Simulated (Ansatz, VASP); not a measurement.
**Two plane-wave programs on V2O5**

```xyz
7
Lattice="4.8872 0.0000 0.4521 0.0000 3.2278 0.0000 -1.5624 0.0000 6.1034" Properties=species:S:1:pos:R:3 pbc="T T T"
V     1.6243    0.0000    5.0437
V     1.7005    0.0000    1.5118
O     2.3440    1.6139    5.2812
O     0.9807    1.6139    1.2742
O     0.0354    0.0000    5.3832
O     3.2894    0.0000    1.1723
O     1.6624    0.0000    3.2777
```

Alike in both runs: functional PBEsol; k mesh 6 × 6 × 4; occupations gaussian, width 0.1 eV; no spin polarisation.

Ansatz relaxed the structure, and its values are those at the end. VASP's run is a single point on that final structure, the one shown.

|  | VASP | Ansatz |
| --- | --- | --- |
| version | VASP 6.6.1 | Ansatz 0.2.0 |
| potentials or method | VASP PAW PBE potentials, release 64 (V_sv, O), cutoff 520 eV | scalar-relativistic, plane waves, PAW |
| valence electrons in the cell | 56 | 56 |

VASP gave:

```
gap on the k mesh at the Fermi level (eV) : 1.60
least direct gap on the mesh (eV)         : 1.77
pressure (GPa)                            : 1.0
rms of the force components (eV/Å)        : 0.128
```

Q: Which values does Ansatz return?

A: gap on the k mesh at the Fermi level (eV): 1.62; least direct gap on the mesh (eV): 1.79; pressure (GPa): 0.0; rms of the force components (eV/Å): 0.010.

VASP's potentials were made for PBE, not for PBEsol. One of these differences is far larger than is usual between the two programs; its cause wasn't traced. With one functional, cell and mesh, what is left measures potentials, basis and numerics.
